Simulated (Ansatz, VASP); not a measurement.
## One calculation of SnSe, two programs

```
Sn Se
1.0
    11.43975    0.00000    0.00000
     0.00000    4.15289    0.00000
     0.00000    0.00000    4.36731
Sn Se
4 4
Direct
  0.11812 0.25000 0.09615
  0.38188 0.75000 0.59615
  0.61812 0.25000 0.40385
  0.88188 0.75000 0.90385
  0.35734 0.25000 0.02269
  0.14266 0.75000 0.52269
  0.85734 0.25000 0.47731
  0.64266 0.75000 0.97731
```

Alike in both runs: functional PBEsol; k mesh 3 × 6 × 6; no spin polarisation.

Ansatz relaxed the structure, and its values are those at the end. VASP's run is a single point on that final structure, the one shown.

|  | VASP | Ansatz |
| --- | --- | --- |
| version | VASP 6.6.1 | Ansatz 0.2.0 |
| potentials or method | VASP PAW PBE potentials, release 64 (Sn_d, Se) | plane waves, PAW |
| plane-wave cutoff (eV) | 520 | 420 |
| occupations | gaussian, width 0.01 eV | fixed |
| valence electrons in the cell | 80 | 120 |

|  | VASP | Ansatz | Ansatz less VASP |
| --- | --- | --- | --- |
| pressure (GPa) | 0.0 | 0.0 | -0.05 |
| rms of the force components (eV/Å) | 0.009 | 0.001 | -0.0081 |

VASP's potentials were made for PBE, not for PBEsol. VASP's potentials hold 80 valence electrons a cell and Ansatz's 120, so a difference there can come from the potentials and not from the codes. Ansatz's warnings: force scf threshold loose, stress scf threshold loose.
